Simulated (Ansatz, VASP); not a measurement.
## One calculation of PbS2, two programs

```
CELL_PARAMETERS angstrom
0.00000 3.11105 3.11105
3.11105 0.00000 3.11105
3.11105 3.11105 0.00000
ATOMIC_POSITIONS crystal
Pb 0.00000 0.00000 0.00000
S 0.25000 0.25000 0.25000
S 0.75000 0.75000 0.75000
```

Alike in both runs: task relaxation of cell and atoms; functional PBE; k mesh 9 × 9 × 9; occupations fermi-dirac, width 0.03 eV; no spin polarisation.

|  | VASP | Ansatz |
| --- | --- | --- |
| version | VASP 6.6.1 | Ansatz 0.2.0 |
| potentials or method | VASP PAW PBE potentials, release 64 (Pb_d, S) | PAW with Ansatz's default frozen-core files, scalar-relativistic |
| plane-wave cutoff (eV) | 600 | 420 |
| valence electrons in the cell | 26 | 26 |

```tsv
	VASP	Ansatz	Ansatz less VASP
relaxed volume (Å³/atom)	26.05	26.07	+0.020
relaxed cell length with the largest relative difference (Å)	4.799	4.800	+0.0012
```

Spin-orbit coupling is off throughout. Noted on VASP's run: the volume moved by over 15 % at a fixed basis, so the end points are rough.
